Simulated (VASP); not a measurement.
# TiC (I4mm) in VASP: single point with PBE

Aim: the single point of TiC with PBE.

Everything below comes from runs of VASP 6.6.1. Logs are shortened: lines on timing, memory, paths and dates and some standing lists are left out, and cuts for length are marked.

**1. The cell of the first run**

Symmetry: I4mm, No. 107, tetragonal system. The conventional cell has a = 3.064 Å, b = 3.064 Å, c = 4.333 Å, α = 90.00°, β = 90.00°, γ = 90.00°. Within 2.6 Å of Ti (site symmetry 4mm) lie 6 C at 1.98 to 2.35 Å. C (site symmetry 4mm) has 6 Ti at 1.98 to 2.35 Å within 2.6 Å.

**2. Single point, PBE (all C atoms moved +0.188 Å, as atom 2 along Cartesian [0 0 1])**

The input, INCAR:

```
PREC     = Accurate       # precision mode
ENCUT    = 520            # plane-wave cutoff, eV
EDIFF    = 1E-6           # SCF threshold, eV
ISMEAR   = 0              # smearing method
SIGMA    = 0.15           # smearing width, eV
LREAL    = F              # projectors in reciprocal space
LASPH    = T              # aspherical terms in the spheres
NELM     = 60             # most SCF steps
ALGO     = Normal         # electronic algorithm
ISIF     = 2              # what is computed and relaxed
LWAVE    = F              # write WAVECAR
LCHARG   = T              # write CHGCAR
GGA      = PE             # functional
LELF     = T              # ELF
LVHAR    = T            
NBANDS   = 15             # bands
```

The input, KPOINTS:

```
regular mesh
0
Gamma
  24 24 24
```

The input, POSCAR:

```
TiC
1.0
    0.0000000000      2.1664615241      2.1664615241
    2.1664615241      0.0000000000      2.1664615241
    2.1664615241      2.1664615241      0.0000000000
Ti C
1 1
Direct
    0.0000000000      0.0000000000      0.0000000000
    0.5432733279      0.5432733279      0.4567266721
```

Potentials or basis: VASP PAW PBE potentials, release 64 (Ti_sv, C).

The run is started by

```sh
$ cat potpaw_PBE.64/Ti_sv/POTCAR potpaw_PBE.64/C/POTCAR > POTCAR
$ mpirun -np 1 vasp_std > vasp.out
```

OUTCAR:

```text
PREC = Accurate
   ENCUT = 520
   EDIFF = 1E-6
   ISMEAR = 0
   LREAL = F
   LASPH = T
   NELM = 60
   ISIF = 2
   GGA = PE

 ion  position               nearest neighbor table
   1  0.000  0.000  0.000-   2 1.98   2 2.17   2 2.17   2 2.17   2 2.17   2 2.35
   2  0.543  0.543  0.457-   1 1.98   1 2.17   1 2.17   1 2.17   1 2.17   1 2.35

  LATTYP: Found a face centered cubic cell.
 ALAT       =     4.3329230482

  Lattice vectors:

 A1 = (   0.0000000000,   2.1664615241,   2.1664615241)
 A2 = (   2.1664615241,   0.0000000000,   2.1664615241)
 A3 = (   2.1664615241,   2.1664615241,   0.0000000000)

Analysis of symmetry for initial positions (statically):
=====================================================================
 Subroutine PRICEL returns:
 Original cell was already a primitive cell.

 Routine SETGRP: Setting up the symmetry group for a
 face centered cubic supercell.

 Subroutine GETGRP returns: Found  8 space group operations
 (whereof  8 operations were pure point group operations)
 out of a pool of 48 trial point group operations.

The static configuration has the point symmetry C_4v.

Analysis of symmetry for dynamics (positions and initial velocities):
=====================================================================
 Subroutine PRICEL returns:
 Original cell was already a primitive cell.

 Routine SETGRP: Setting up the symmetry group for a
 face centered cubic supercell.

 Subroutine GETGRP returns: Found  8 space group operations
 (whereof  8 operations were pure point group operations)
 out of a pool of 48 trial point group operations.

The dynamic configuration has the point symmetry C_4v.

 Subroutine INISYM returns: Found  8 space group operations
 (whereof  8 operations are pure point group operations),
 and found     1 'primitive' translations

----------------------------------------------------------------------------------------

                                     Primitive cell

  volume of cell :      20.3368

  direct lattice vectors                    reciprocal lattice vectors
     0.000000000  2.166461524  2.166461524    -0.230791082  0.230791082  0.230791082
     2.166461524  0.000000000  2.166461524     0.230791082 -0.230791082  0.230791082
     2.166461524  2.166461524  0.000000000     0.230791082  0.230791082 -0.230791082

  length of vectors
     3.063839270  3.063839270  3.063839270     0.399741881  0.399741881  0.399741881

  position of ions in fractional coordinates (direct lattice)
     0.000000000  0.000000000  0.000000000
     0.543273328  0.543273328  0.456726672

  ion indices of the primitive-cell ions
   primitive index   ion index
[... 87 lines left out ...]
   EMIN   =  10.00;   EMAX   =-10.00  energy-range for DOS
   EFERMI =   0.00;   METHOD = LEGACY
   ISMEAR =     0;   SIGMA  =   0.15  broadening in eV -4-tet -1-fermi 0-gaus
   EFERMI_NEDOS =   21; number of points for ismear=-14 and -15
   IALGO  =     38    algorithm
   IMIX   =      4    mixing-type and parameters
     AMIX     =   0.40;   BMIX     =  1.00
     AMIX_MAG =   1.60;   BMIX_MAG =  1.00
  volume/ion in A,a.u.               =      10.17        68.62
  Fermi-wavevector in a.u.,A,eV,Ry     =   1.511311  2.855964 31.076536  2.284061
  Thomas-Fermi vector in A             =   2.621385
   LORBIT       =      0    0 simple, 1 ext, 2 COOP (PROOUT), +10 PAW based schemes
   GGA     = PE    functional components
   LHFCALC =     F    Hartree Fock is set to
   AEXX    =    0.0000 exact exchange contribution
   IVDW    =     0    specifies the selected vdW correction
   LEPSILON=     F    determine dielectric tensor
   LRPA    =     F    only Hartree local field effects (RPA)
 non-spin polarized calculation
 Gauss-broadening in eV      SIGMA  =   0.15
  energy-cutoff  :      520.00
  volume of cell :       20.34
 maximum number of plane-waves:       568
   NGX = 11   NGY = 11   NGZ = 11

 number of electron      16.0000000 magnetization

 Free energy of the ion-electron system (eV)
  ---------------------------------------------------
  ext. energy  EPLUGINS =         0.00000000
  ---------------------------------------------------
  free energy    TOTEN  =       -18.54912820 eV

  energy without entropy =      -18.54754289  energy(sigma->0) =      -18.54833554

 E-fermi :   9.4567     XC(G=0): -12.6738

 val. band max:        9.4558787208   @ k =   0.4583   0.4167   0.0417
 cond. band min:       9.4575343913   @ k =   0.3333   0.2500   0.0000
 fundamental gap:      0.0016556705
 Fermi energy:         9.4566813353

 k-point     1 :       0.0000    0.0000    0.0000
  band No.  band energies     occupation
      1     -47.1817      2.00000
      2     -23.2156      2.00000
      3     -23.2156      2.00000
      4     -23.2072      2.00000
      5      -2.9592      2.00000
      6       9.3615      1.63027
      7       9.3615      1.63027
      8       9.5979      0.18314
      9      10.0976      0.00000
     10      11.1182      0.00000
     11      11.9143      0.00000
     12      11.9143      0.00000
     13      12.8767      0.00000
     14      19.7124      0.00000
[... 401 lines left out ...]
      2     -23.4456      2.00000
      3     -23.2466      2.00000
      4     -23.2313      2.00000
      5      -1.7610      2.00000
      6       6.6172      2.00000
      7       7.8118      2.00000
      8       7.8844      2.00000
      9      10.7984      0.00000
     10      11.2475      0.00000
     11      12.2966      0.00000
     12      14.7846      0.00000
     13      15.7611      0.00000
     14      20.6019      0.00000
     15      23.5523      0.00000

 [... further k-points ...]

------------------------ aborting loop because EDIFF is reached ----------------------------------------

  FORCE on cell =-STRESS in cart. coord.  units (eV):
  Direction    XX          YY          ZZ          XY          YZ          ZX
  --------------------------------------------------------------------------------------
  -------------------------------------------------------------------------------------
  Total        0.1026627      0.1026627      1.4910808      0.0000000      0.0000000     -0.0000000
  in kB        8.0879830      8.0879830    117.4704979      0.0000000      0.0000000     -0.0000000
  external PRESSURE =      44.5488213 kB  Pullay stress =       0.0000000 kB

 VOLUME and BASIS-vectors are now :
 -----------------------------------------------------------------------------
  energy-cutoff  :      520.00
  volume of cell :       20.34
      direct lattice vectors                 reciprocal lattice vectors
     0.000000000  2.166461524  2.166461524    -0.230791082  0.230791082  0.230791082
     2.166461524  0.000000000  2.166461524     0.230791082 -0.230791082  0.230791082
     2.166461524  2.166461524  0.000000000     0.230791082  0.230791082 -0.230791082

 POSITION                                       TOTAL-FORCE (eV/Angst)
 -----------------------------------------------------------------------------------
      0.00000      0.00000      0.00000         0.000000      0.000000      1.804899
      2.16646      2.16646      2.35396         0.000000      0.000000     -1.804899
 -----------------------------------------------------------------------------------
    total drift:                                0.000000      0.000000      0.000091

  FREE ENERGIE OF THE ION-ELECTRON SYSTEM (eV)
  ---------------------------------------------------
  free  energy   TOTEN  =       -18.5491281961 eV

  energy  without entropy=      -18.5475428863  energy(sigma->0) =      -18.54833554
```

stdout:

```text
POSCAR found type information on POSCAR TiC
 POSCAR found :  2 types and       2 ions
 scaLAPACK will be used
 LDA part: xc-table for (Slater+PW92), standard interpolation
 POSCAR, INCAR and KPOINTS ok, starting setup
 FFT: planning ... GRIDC
 FFT: planning ... GRID_SOFT
 FFT: planning ... GRID
 WAVECAR not read
 entering main loop
```

Wall time 6.8 min (1 thread of Intel Xeon 8259CL, shared host); peak memory 0.42 GiB.

What came out:

- Free energy: -18.5491 eV
- Pressure: 4.5 GPa
- Largest force: 1.805 eV/Å
- Band gap on the k mesh: zero (bands 8 and 9 overlap by 1.07 eV)

Forces in eV/Å, atoms in the order of the input:
```
Ti   0.000  0.000  1.805
C    0.000  0.000 -1.805
```

Stress tensor (GPa, compression positive):
```
 0.81  0.00  0.00
 0.00  0.81  0.00
 0.00  0.00 11.75
```

Levels at points of the mesh, in eV from the Fermi level:
| k point | band 6 | band 7 | band 8 | band 9 | band 10 | band 11 |
| --- | --- | --- | --- | --- | --- | --- |
| (0.00, 0.00, 0.00) | -0.10 | -0.10 | 0.14 | 0.64 | 1.66 | 2.46 |
| (0.50, 0.00, 0.00) | -5.86 | -2.92 | -2.87 | 2.79 | 2.88 | 4.05 |
| (0.50, 0.50, 0.00) | -3.35 | -1.68 | -0.09 | -0.09 | 2.66 | 3.45 |
| (0.00, 0.50, 0.50) | -3.50 | -2.34 | -0.31 | 0.71 | 3.02 | 3.44 |

Caveat: the cell differs from its parent crystal (all C atoms moved +0.188 Å, as atom 2 along Cartesian [0 0 1]); the cell stands under pressure; forces of over 1 eV/Å act on the atoms, so gaps and moduli don't describe the material at rest.
